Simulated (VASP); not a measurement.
Wanted: the native input for a VASP 6.6.1 run.

```yaml
Task: single point
Functional: revPBE
Potentials_or_basis: VASP PAW PBE potentials, release 64 (Cr_pv)
Cutoff: 520 eV
k_mesh: 11 × 11 × 18
Occupations: fermi-dirac, width 0.05 eV
Spin: collinear spin, ferromagnetic start
Starting_moments: "[1.5, 1.5, 1.5] μB"
Dipole_correction: no
Further_INCAR_settings: ALGO = Normal; EDIFF = 1e-07; NBANDS = 29
```

The structure of Cr lies in POSCAR:

```
Cr
1.0
    4.2546343091      0.0000000000      0.0000000000
   -2.1273171545      3.6846213955      0.0000000000
    0.0000000000      0.0000000000      2.3000869987
Cr
3
Direct
    0.0000000000      1.0000000000      0.0000000000
    0.3333333333      0.6666666667      0.5000000000
    0.6666666667      0.3333333333      0.5000000000
```

This isn't the form of Cr at room conditions, which is bcc.

The input as run:

INCAR

```
  PREC = Accurate
  ENCUT = 520
  EDIFF = 1E-7
  ISMEAR = -1
  SIGMA = 0.05
  LREAL = F
  LASPH = T
  NELM = 150
  ALGO = Normal
  ISIF = 2
  LWAVE = F
  LCHARG = F
  ISPIN = 2
  MAGMOM = 1.5 1.5 1.5
  LORBIT = 11
  LMAXMIX = 4
  GGA = RE
  NBANDS = 29
```

KPOINTS

```
regular mesh
0
Gamma
  11 11 18
```

Potentials or basis: VASP PAW PBE potentials, release 64 (Cr_pv).

Launch:

```sh
$ cat potpaw_PBE.64/Cr_pv/POTCAR > POTCAR
$ mpirun -np 1 vasp_std > vasp.out
```

Results of the run:

* Pressure: -0.1 GPa
* Net moment: 0.14 μB per cell
* Site moments: Cr -0.00, +0.07 (each value once) μB
* Valence electrons inside the program's atomic spheres: Cr 10.98, 11.05 (each value once)

Caveat: the PAW data sets were made with another functional, which shifts forces and pressure a little.

Run time: 15 min on 1 thread of Oxide Virtual Turin-like Processor (shared host), peak memory 0.29 GiB.
